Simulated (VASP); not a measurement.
AlAs, 2 atoms in the cell. Symmetry: F-43m, No. 216, cubic system. Conventional cell: a = 5.581 Å, b = 5.581 Å, c = 5.581 Å, α = 90.00°, β = 90.00°, γ = 90.00°. Al (site symmetry -43m) has 4 As at 2.42 Å within 3.2 Å. Within 3.2 Å of As (site symmetry -43m) lie 4 Al at 2.42 Å. 

* Program: VASP 6.6.1
* Task: single point
* Functional: PBEsol
* Potentials or basis: VASP PAW PBE potentials, release 64 (Al, As)
* Cutoff: 500 eV
* k mesh: 8 × 8 × 8
* Occupations: gaussian, width 0.01 eV
* Spin: no spin polarisation
* Dipole correction: no
* Further INCAR settings: ALGO = Normal; EDIFF = 1e-06; NBANDS = 11

Potentials or basis: VASP PAW PBE potentials, release 64 (Al, As).

Launch:

```sh
$ cat potpaw_PBE.64/Al/POTCAR potpaw_PBE.64/As/POTCAR > POTCAR
$ mpirun -np 1 vasp_std > vasp.out
```

Hardware: 1 thread of Intel Xeon 6975P-C, with other jobs on the host.

Q: Estimate the wall time of this run.

A: It took 14 s on 1 thread of Intel Xeon 6975P-C (shared host), peak memory 0.17 GiB. Counts: scf iterations 12, k points 29.
